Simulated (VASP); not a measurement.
Pb:

```
Pb
1.0
     3.03861   -1.75032    0.00000
     3.03861    1.75032    0.00000
    -2.11546    0.00000    6.09522
Pb
2
Direct
  0.90851 0.90851 0.72629
  0.09149 0.09149 0.27371
```

Base run:

```yaml
Program: VASP 6.6.1
Functional: LDA
Potentials_or_basis: VASP PAW LDA potentials, release 64 (Pb_d)
Cutoff: 520 eV
k_mesh: 9 × 9 × 5
Occupations: fermi-dirac, width 0.05 eV
Spin: no spin polarisation
```

Its results: band gap on the k mesh zero (bands 14 and 15 overlap by 7.55 eV); pressure -3.2 GPa; largest force 0.172 eV/Å.

Question: The run is repeated on the same cell with these changes: functional from LDA to PBE; potentials or basis from VASP PAW LDA potentials, release 64 (Pb_d) to VASP PAW PBE potentials, release 64 (Pb_d). What comes out?

Answer: Band gap on the k mesh zero (bands 14 and 15 overlap by 7.61 eV); pressure 0.7 GPa; largest force 0.080 eV/Å.

Caveats: spin-orbit coupling is left out, which moves the levels of the heavy elements; the cell stands under tension (at least some runs).
